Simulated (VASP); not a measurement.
# P: single point with BLYP

Crystal: P.

```xyz
2
Lattice="0.0000 2.7791 2.7791 2.7791 0.0000 2.7791 2.7791 2.7791 0.0000" Properties=species:S:1:pos:R:3 pbc="T T T"
P     0.6948    0.6948    0.6948
P     4.8633    4.8633    4.8633
```

This cell differs from its parent crystal: volume scaled by 0.92.

```
Program             : VASP 6.6.1
Task                : single point
Functional          : BLYP
Potentials or basis : VASP PAW PBE potentials, release 64 (P)
Cutoff              : 520 eV
k mesh              : 11 × 11 × 11
Occupations         : fermi-dirac, width 0.1 eV
Spin                : no spin polarisation
```

```yaml
Pressure: 3.7 GPa
Band_gap_on_the_k_mesh: zero (band 5 reaches 6.68 eV, above the bottom of band 6 at 5.15 eV)
```

Levels at points of the mesh, in eV from the Fermi level:
```csv
k point,band 2,band 3,band 4,band 5,band 6,band 7,band 8,band 9
"(0.00, 0.00, 0.00)",-3.86,-2.89,-2.89,-2.89,0.20,0.20,0.20,6.23
```

Wall time 26 s on 1 thread of Intel(R) Xeon(R) Platinum 8488C (Sapphire Rapids), with other jobs on the host, peak memory 0.17 GiB.

Caveat: the PAW data sets were made with another functional, which shifts forces and pressure a little.
